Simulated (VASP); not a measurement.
# PbF2 (R-3m) in VASP: settings compared

PbF2 is run at these levels: PBE, r2SCAN; tasks: single point.

Program: VASP 6.6.1. These are calculated values, not measurements. Logs are shortened: lines on timing, memory, paths and dates and some standing lists are left out, and cuts for length are marked.

## 1. The cell of the first run

Symmetry: R-3m, No. 166, trigonal system. The conventional cell has a = 4.354 Å, b = 4.354 Å, c = 9.814 Å, α = 90.00°, β = 90.00°, γ = 120.00°. Pb (site symmetry -3m) has 8 F at 2.51 to 2.63 Å within 3.3 Å. Within 3.3 Å of F (site symmetry 3m) lie 4 Pb at 2.51 to 2.63 Å and 6 F at 2.94 to 3.07 Å.

## 2. Single point, PBE (epitaxial 111 strain +4.0%)

File INCAR:

```
SYSTEM = PbF2
ALGO = Normal
EDIFF = 1E-6
ENCUT = 520
GGA = PE
ISIF = 2
ISMEAR = -1
LASPH = .TRUE.
LCHARG = .FALSE.
LREAL = .FALSE.
LWAVE = .FALSE.
NBANDS = 21
NELM = 60
PREC = Accurate
SIGMA = 0.02
```

File KPOINTS:

```
k-points
0
G
  8 8 8
  0 0 0
```

File POSCAR:

```
PbF2
1.0
   -0.1638789641      2.9149774829      2.9149774829
    2.9149774829     -0.1638789641      2.9149774829
    2.9149774829      2.9149774829     -0.1638789641
Pb F
1 2
Direct
    0.0000000000      0.0000000000      0.0000000000
    0.2561128017      0.2561128017      0.2561128017
    0.7438871983      0.7438871983      0.7438871983
```

Potentials or basis: VASP PAW PBE potentials, release 64 (Pb_d, F).

Command:

```console
> cat potpaw_PBE.64/Pb_d/POTCAR potpaw_PBE.64/F/POTCAR > POTCAR
> mpirun -np 1 vasp_std > vasp.out
```

OUTCAR:

```text
SYSTEM = PbF2
   EDIFF = 1E-6
   ENCUT = 520
   GGA = PE
   ISIF = 2
   ISMEAR = -1
   LASPH = .TRUE.
   LREAL = .FALSE.
   NELM = 60
   PREC = Accurate

 ion  position               nearest neighbor table
   1  0.000  0.000  0.000-   2 2.51   3 2.51   3 2.63   3 2.63   3 2.63   2 2.63   2 2.63   2 2.63

   2  0.256  0.256  0.256-   1 2.51   1 2.63   1 2.63   1 2.63
   3  0.744  0.744  0.744-   1 2.51   1 2.63   1 2.63   1 2.63

  LATTYP: Found a trigonal (rhomboedric) cell.
 ALAT       =     4.1256567679
 COS(alpha) =     0.4430801571

  Lattice vectors:

 A1 = (  -0.1638789641,   2.9149774829,   2.9149774829)
 A2 = (   2.9149774829,  -0.1638789641,   2.9149774829)
 A3 = (   2.9149774829,   2.9149774829,  -0.1638789641)

Analysis of symmetry for initial positions (statically):
=====================================================================
 Subroutine PRICEL returns:
 Original cell was already a primitive cell.

 Routine SETGRP: Setting up the symmetry group for a
 trigonal (rhombohedral) supercell.

 Subroutine GETGRP returns: Found 12 space group operations
 (whereof 12 operations were pure point group operations)
 out of a pool of 12 trial point group operations.

The static configuration has the point symmetry D_3d.

Analysis of symmetry for dynamics (positions and initial velocities):
=====================================================================
 Subroutine PRICEL returns:
 Original cell was already a primitive cell.

 Routine SETGRP: Setting up the symmetry group for a
 trigonal (rhombohedral) supercell.

 Subroutine GETGRP returns: Found 12 space group operations
 (whereof 12 operations were pure point group operations)
 out of a pool of 12 trial point group operations.

The dynamic configuration has the point symmetry D_3d.

 Subroutine INISYM returns: Found 12 space group operations
 (whereof 12 operations are pure point group operations),
 and found     1 'primitive' translations

----------------------------------------------------------------------------------------

                                     Primitive cell

  volume of cell :      53.7108

  direct lattice vectors                    reciprocal lattice vectors
    -0.163878964  2.914977483  2.914977483    -0.157700949  0.167094967  0.167094967
     2.914977483 -0.163878964  2.914977483     0.167094967 -0.157700949  0.167094967
     2.914977483  2.914977483 -0.163878964     0.167094967  0.167094967 -0.157700949

  length of vectors
     4.125656768  4.125656768  4.125656768     0.284096894  0.284096894  0.284096894

  position of ions in fractional coordinates (direct lattice)
     0.000000000  0.000000000  0.000000000
     0.256112802  0.256112802  0.256112802
     0.743887198  0.743887198  0.743887198

  ion indices of the primitive-cell ions
   primitive index   ion index
                 1           1
                 2           2
                 3           3

----------------------------------------------------------------------------------------

 KPOINTS: k-points

Automatic generation of k-mesh.
 Grid dimensions read from file:
 generate k-points for:    8    8    8

 Generating k-lattice:

  Cartesian coordinates                     Fractional coordinates (reciprocal lattice)
    -0.019712619  0.020886871  0.020886871     0.125000000  0.000000000  0.000000000
     0.020886871 -0.019712619  0.020886871     0.000000000  0.125000000  0.000000000
     0.020886871  0.020886871 -0.019712619     0.000000000  0.000000000  0.125000000

  Length of vectors
     0.035512112  0.035512112  0.035512112

  Shift w.r.t. Gamma in fractional coordinates (k-lattice)
     0.000000000  0.000000000  0.000000000

 Subroutine IBZKPT returns following result:
 ===========================================

 Found     65 irreducible k-points:

 Following reciprocal coordinates:
            Coordinates               Weight
  0.000000  0.000000  0.000000      1.000000
  0.125000  0.000000 -0.000000      6.000000
  0.250000  0.000000 -0.000000      6.000000
  0.375000  0.000000 -0.000000      6.000000
  0.500000  0.000000 -0.000000      3.000000
  0.125000  0.125000  0.000000      6.000000
[... 16 lines left out ...]
  0.250000  0.125000  0.125000      6.000000
  0.375000  0.125000  0.125000      6.000000
 [... further k-points ...]
   k-points           NKPTS =     65   k-points in BZ     NKDIM =     65   number of bands    NBANDS=     21
   number of dos      NEDOS =    301   number of ions     NIONS =      3
   total plane-waves  NPLWV =  32768
   dimension x,y,z NGX =    32 NGY =   32 NGZ =   32
   dimension x,y,z NGXF=    64 NGYF=   64 NGZF=   64
   ions per type =               1   2
   NGX,Y,Z   is equivalent  to a cutoff of  12.89, 12.89, 12.89 a.u.
   NGXF,Y,Z  is equivalent  to a cutoff of  25.79, 25.79, 25.79 a.u.
 SYSTEM =  PbF2
   PREC   = accura    normal or accurate (medium, high low for compatibility)
   ISTART =      0    job   : 0-new  1-cont  2-samecut
   ICHARG =      2    charge: 1-file 2-atom 10-const
   ISPIN  =      1    spin polarized calculation?
   LNONCOLLINEAR =      F non collinear calculations
   LSORBIT =      F    spin-orbit coupling
   LASPH  =      T    aspherical Exc in radial PAW
   ENCUT  =  520.0 eV  38.22 Ry    6.18 a.u.   7.67  7.67  7.67*2*pi/ulx,y,z
   NELM   =     60;   NELMIN=  2; NELMDL= -5     # of ELM steps
   EDIFF  = 0.1E-05   stopping-criterion for ELM
   LREAL  =      F    real-space projection
   EDIFFG = 0.1E-04   stopping-criterion for IOM
   NSW    =      0    number of steps for IOM
   IBRION =     -1    ionic relax: 0-MD 1-quasi-New 2-CG
   NFREE  =      0    steps in history (QN), initial steepest desc. (CG)
   ISIF   =      2    stress and relaxation
   ISYM   =      2    0-nonsym 1-usesym 2-fastsym
   POTIM  = 0.5000    time-step for ionic-motion
   TEBEG  =    0.0;   TEEND  =   0.0 temperature during run
   PSTRESS=    0.0 pullay stress
   NELECT =      28.0000    total number of electrons
   NUPDOWN=      -1.0000    fix difference up-down
   EMIN   =  10.00;   EMAX   =-10.00  energy-range for DOS
   EFERMI =   0.00;   METHOD = LEGACY
   ISMEAR =    -1;   SIGMA  =   0.02  broadening in eV -4-tet -1-fermi 0-gaus
   EFERMI_NEDOS =   21; number of points for ismear=-14 and -15
   IALGO  =     38    algorithm
   IMIX   =      4    mixing-type and parameters
     AMIX     =   0.40;   BMIX     =  1.00
     AMIX_MAG =   1.60;   BMIX_MAG =  1.00
  volume/ion in A,a.u.               =      17.90       120.82
  Fermi-wavevector in a.u.,A,eV,Ry     =   1.317570  2.489847 23.619593  1.735991
  Thomas-Fermi vector in A             =   2.447602
   LORBIT       =      0    0 simple, 1 ext, 2 COOP (PROOUT), +10 PAW based schemes
   GGA     = PE    functional components
   LHFCALC =     F    Hartree Fock is set to
   AEXX    =    0.0000 exact exchange contribution
   IVDW    =     0    specifies the selected vdW correction
   LEPSILON=     F    determine dielectric tensor
   LRPA    =     F    only Hartree local field effects (RPA)
 non-spin polarized calculation
  energy-cutoff  :      520.00
  volume of cell :       53.71
 maximum number of plane-waves:      1464
   NGX = 15   NGY = 15   NGZ = 15

 number of electron      27.9999998 magnetization

 Free energy of the ion-electron system (eV)
  ---------------------------------------------------
  ext. energy  EPLUGINS =         0.00000000
  ---------------------------------------------------
  free energy    TOTEN  =       -14.31896299 eV

  energy without entropy =      -14.31896299  energy(sigma->0) =      -14.31896299

 E-fermi :   2.0721     XC(G=0):  -9.2561

 val. band max:        1.5118719963   @ k =  -0.2500   0.5000   0.2500
 cond. band min:       5.9122017653   @ k =   0.5000   0.5000   0.0000
 fundamental gap:      4.4003297690
 Fermi energy:         2.0720635683

 k-point     1 :       0.0000    0.0000    0.0000
  band No.  band energies     occupation
      1     -19.3326      2.00000
      2     -18.7686      2.00000
      3     -12.9148      2.00000
      4     -12.9148      2.00000
      5     -12.8972      2.00000
      6     -12.8637      2.00000
[... 13 lines left out ...]
     20      16.5476      0.00000
     21      18.4283      0.00000

 k-point     2 :       0.1250    0.0000   -0.0000
  band No.  band energies     occupation
      1     -19.3063      2.00000
      2     -18.7925      2.00000
      3     -12.9110      2.00000
      4     -12.8968      2.00000
      5     -12.8844      2.00000
      6     -12.8639      2.00000
[... 13 lines left out ...]
     20      16.4127      0.00000
     21      18.0379      0.00000

 k-point     3 :       0.2500    0.0000   -0.0000
  band No.  band energies     occupation
      1     -19.2357      2.00000
      2     -18.8561      2.00000
      3     -12.9048      2.00000
      4     -12.8876      2.00000
      5     -12.8611      2.00000
      6     -12.8562      2.00000
[... 13 lines left out ...]
     20      16.1992      0.00000
     21      16.9256      0.00000

 k-point     4 :       0.3750    0.0000   -0.0000
  band No.  band energies     occupation
      1     -19.1421      2.00000
      2     -18.9410      2.00000
      3     -12.9035      2.00000
      4     -12.8882      2.00000
      5     -12.8535      2.00000
      6     -12.8391      2.00000
[... 13 lines left out ...]
     20      15.8232      0.00000
     21      16.1882      0.00000

 k-point     5 :       0.5000    0.0000   -0.0000
  band No.  band energies     occupation
      1     -19.0621      2.00000
      2     -19.0170      2.00000
      3     -12.9040      2.00000
      4     -12.8894      2.00000
      5     -12.8492      2.00000
      6     -12.8313      2.00000
[... 13 lines left out ...]
     20      15.4443      0.00000
     21      16.1255      0.00000

 k-point     6 :       0.1250    0.1250    0.0000
  band No.  band energies     occupation
      1     -19.2966      2.00000
      2     -18.8009      2.00000
      3     -12.9026      2.00000
      4     -12.8984      2.00000
      5     -12.8746      2.00000
      6     -12.8657      2.00000
[... 13 lines left out ...]
     20      16.7069      0.00000
     21      17.9816      0.00000

 k-point     7 :       0.2500    0.1250    0.0000
  band No.  band energies     occupation
      1     -19.2416      2.00000
      2     -18.8498      2.00000
      3     -12.8955      2.00000
      4     -12.8826      2.00000
      5     -12.8691      2.00000
      6     -12.8554      2.00000
[... 13 lines left out ...]
     20      16.7319      0.00000
     21      17.5531      0.00000
[... 291 lines left out ...]
      1     -19.0451      2.00000
      2     -19.0176      2.00000
      3     -12.8884      2.00000
      4     -12.8516      2.00000
      5     -12.8440      2.00000
      6     -12.8016      2.00000
[... 13 lines left out ...]
     20      17.1242      0.00000
     21      17.8370      0.00000

 k-point    21 :       0.5000    0.5000    0.0000
  band No.  band energies     occupation
      1     -19.0783      2.00000
      2     -18.9816      2.00000
      3     -12.8962      2.00000
      4     -12.8502      2.00000
      5     -12.8344      2.00000
      6     -12.8239      2.00000
[... 13 lines left out ...]
     20      17.9049      0.00000
     21      18.9734      0.00000

 k-point    22 :       0.1250    0.1250    0.1250
  band No.  band energies     occupation
      1     -19.3023      2.00000
      2     -18.7956      2.00000
      3     -12.9062      2.00000
      4     -12.9062      2.00000
      5     -12.8648      2.00000
      6     -12.8648      2.00000
[... 13 lines left out ...]
     20      15.9582      0.00000
     21      18.3732      0.00000

 k-point    23 :       0.2500    0.1250    0.1250
  band No.  band energies     occupation
      1     -19.2602      2.00000
      2     -18.8333      2.00000
      3     -12.9008      2.00000
      4     -12.8889      2.00000
      5     -12.8694      2.00000
      6     -12.8580      2.00000
[... 13 lines left out ...]
     20      16.1704      0.00000
     21      18.2712      0.00000

 k-point    24 :       0.3750    0.1250    0.1250
  band No.  band energies     occupation
      1     -19.1833      2.00000
      2     -18.9016      2.00000
      3     -12.8936      2.00000
      4     -12.8806      2.00000
      5     -12.8677      2.00000
      6     -12.8368      2.00000
[... 13 lines left out ...]
     20      16.2457      0.00000
     21      18.0076      0.00000

 [... further k-points ...]

------------------------ aborting loop because EDIFF is reached ----------------------------------------

  FORCE on cell =-STRESS in cart. coord.  units (eV):
  Direction    XX          YY          ZZ          XY          YZ          ZX
  --------------------------------------------------------------------------------------
  -------------------------------------------------------------------------------------
  Total        0.0823481      0.0823481      0.0823481      0.3936133      0.3936133      0.3936133
  in kB        2.4564214      2.4564214      2.4564214     11.7413772     11.7413772     11.7413772
  external PRESSURE =       2.4564214 kB  Pullay stress =       0.0000000 kB

 VOLUME and BASIS-vectors are now :
 -----------------------------------------------------------------------------
  energy-cutoff  :      520.00
  volume of cell :       53.71
      direct lattice vectors                 reciprocal lattice vectors
    -0.163878964  2.914977483  2.914977483    -0.157700949  0.167094967  0.167094967
     2.914977483 -0.163878964  2.914977483     0.167094967 -0.157700949  0.167094967
     2.914977483  2.914977483 -0.163878964     0.167094967  0.167094967 -0.157700949

 POSITION                                       TOTAL-FORCE (eV/Angst)
 -----------------------------------------------------------------------------------
      0.00000      0.00000      0.00000        -0.000000      0.000000      0.000000
      1.45115      1.45115      1.45115         0.015069      0.015069      0.015069
      4.21492      4.21492      4.21492        -0.015069     -0.015069     -0.015069
 -----------------------------------------------------------------------------------
    total drift:                                0.000000      0.000000     -0.000000

  FREE ENERGIE OF THE ION-ELECTRON SYSTEM (eV)
  ---------------------------------------------------
  free  energy   TOTEN  =       -14.3189629904 eV

  energy  without entropy=      -14.3189629904  energy(sigma->0) =      -14.31896299
```

It took 59 s on 1 thread of Intel Xeon Platinum 8259CL at 2.50GHz (Skylake/Cascade Lake), shared host; peak memory 0.21 GiB.

Results:

| Item | Value |
| --- | --- |
| Free energy | -14.3190 eV |
| Pressure | 0.2 GPa |
| Largest force | 0.026 eV/Å |
| Band gap on the k mesh | 4.40 eV, indirect (least direct gap 4.55 eV) |

Forces in eV/Å, atoms in the order of the input:
```
Pb   0.000  0.000  0.000
F    0.015  0.015  0.015
F   -0.015 -0.015 -0.015
```

Caveat: the cell differs from its parent crystal (epitaxial 111 strain +4.0%); spin-orbit coupling is left out, which moves the levels of the heavy elements. A k mesh can miss the band edges.

## 3. Single point, r2SCAN (epitaxial 111 strain +4.0%)

POSCAR is that of step 2.

File INCAR.step1:

```
PREC = Accurate
ENCUT = 520
ISMEAR = 0
SIGMA = 0.01
LREAL = False
LASPH = True
NELM = 100
NBANDS = 21
GGA = PE
ALGO = Normal
EDIFF = 1E-4
LWAVE = True
LCHARG = False
```

File INCAR.step2:

```
PREC = Accurate
ENCUT = 520
EDIFF = 1E-6
ISMEAR = 0
SIGMA = 0.01
LREAL = False
LASPH = True
NELM = 100
ALGO = Normal
ISIF = 2
LWAVE = False
LCHARG = False
METAGGA = R2SCAN
LMIXTAU = True
NBANDS = 21
ISTART = 1
```

File KPOINTS:

```
Automatic mesh
0
Gamma
  8 8 8
```

Potentials or basis: VASP PAW PBE potentials, release 64 (Pb_d, F).

Command:

```console
> cat potpaw_PBE.64/Pb_d/POTCAR potpaw_PBE.64/F/POTCAR > POTCAR
> cp INCAR.step1 INCAR
> mpirun -np 1 vasp_std > vasp.out
> cp INCAR.step2 INCAR
> mpirun -np 1 vasp_std > vasp.out
```

OUTCAR:

```text
PREC = Accurate
   ENCUT = 520
   EDIFF = 1E-6
   ISMEAR = 0
   LREAL = False
   LASPH = True
   NELM = 100
   ISIF = 2
   METAGGA = R2SCAN
   ISTART = 1

 ion  position               nearest neighbor table
   1  0.000  0.000  0.000-   2 2.51   3 2.51   3 2.63   3 2.63   3 2.63   2 2.63   2 2.63   2 2.63

   2  0.256  0.256  0.256-   1 2.51   1 2.63   1 2.63   1 2.63
   3  0.744  0.744  0.744-   1 2.51   1 2.63   1 2.63   1 2.63
[... 773 lines left out ...]

  FORCE on cell =-STRESS in cart. coord.  units (eV):
  Direction    XX          YY          ZZ          XY          YZ          ZX
  --------------------------------------------------------------------------------------
  -------------------------------------------------------------------------------------
  Total       -0.8309085     -0.8309085     -0.8309085      0.4111304      0.4111304      0.4111304
  in kB      -24.7857760    -24.7857760    -24.7857760     12.2639072     12.2639072     12.2639072
  external PRESSURE =     -24.7857760 kB  Pullay stress =       0.0000000 kB

 VOLUME and BASIS-vectors are now :
 -----------------------------------------------------------------------------
  energy-cutoff  :      520.00
  volume of cell :       53.71
      direct lattice vectors                 reciprocal lattice vectors
    -0.163878964  2.914977483  2.914977483    -0.157700949  0.167094967  0.167094967
     2.914977483 -0.163878964  2.914977483     0.167094967 -0.157700949  0.167094967
     2.914977483  2.914977483 -0.163878964     0.167094967  0.167094967 -0.157700949

 POSITION                                       TOTAL-FORCE (eV/Angst)
 -----------------------------------------------------------------------------------
      0.00000      0.00000      0.00000         0.000000     -0.000000     -0.000000
      1.45115      1.45115      1.45115         0.007640      0.007640      0.007640
      4.21492      4.21492      4.21492        -0.007640     -0.007640     -0.007640
 -----------------------------------------------------------------------------------
    total drift:                                0.000000      0.000000     -0.000000

  FREE ENERGIE OF THE ION-ELECTRON SYSTEM (eV)
  ---------------------------------------------------
  free  energy   TOTEN  =       -70.1161370567 eV

  energy  without entropy=      -70.1161370567  energy(sigma->0) =      -70.11613706
```

Wall time 3.1 min (1 thread of Intel Xeon Platinum 8259CL at 2.50GHz (Skylake/Cascade Lake), shared host); peak memory 0.22 GiB.

Results:

- Free energy: -70.1161 eV
- Pressure: -2.5 GPa
- Largest force: 0.013 eV/Å
- Band gap on the k mesh: 4.92 eV, indirect (least direct gap 5.06 eV)

Forces on the atoms (eV/Å):
```
Pb   0.000  0.000  0.000
F    0.008  0.008  0.008
F   -0.008 -0.008 -0.008
```

Caveat: the cell differs from its parent crystal (epitaxial 111 strain +4.0%); the PAW data sets were made with another functional, which shifts forces and pressure a little; spin-orbit coupling is left out, which moves the levels of the heavy elements. A k mesh can miss the band edges.
